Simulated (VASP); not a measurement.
Crystal: Sn.

```
Sn
1.0
     0.00000    3.23334    3.23334
     3.23334    0.00000    3.23334
     3.23334    3.23334    0.00000
Sn
2
Direct
  0.50000 0.50000 0.50000
  0.75000 0.75000 0.75000
```

This isn't the form of Sn at room conditions, which is tetragonal (white tin).

Program: VASP 6.6.1. Alike in all runs: task single point; potentials or basis VASP PAW PBE potentials, release 64 (Sn_d); no spin polarisation; cell as given; k mesh 8 × 8 × 8; smearing gaussian 0.1 eV.

Question: Order these runs on this cell by their pressure, lowest first.
A. level PBE; cutoff (eV) 500
B. level BLYP; cutoff (eV) 500
C. level r2SCAN; cutoff (eV) 550

Answer: C (2.2 GPa), A (3.8 GPa), B (6.5 GPa).

Caveats: the cell stands under pressure (at least some runs); the PAW data sets were made with another functional, which shifts forces and pressure a little (at least some runs).
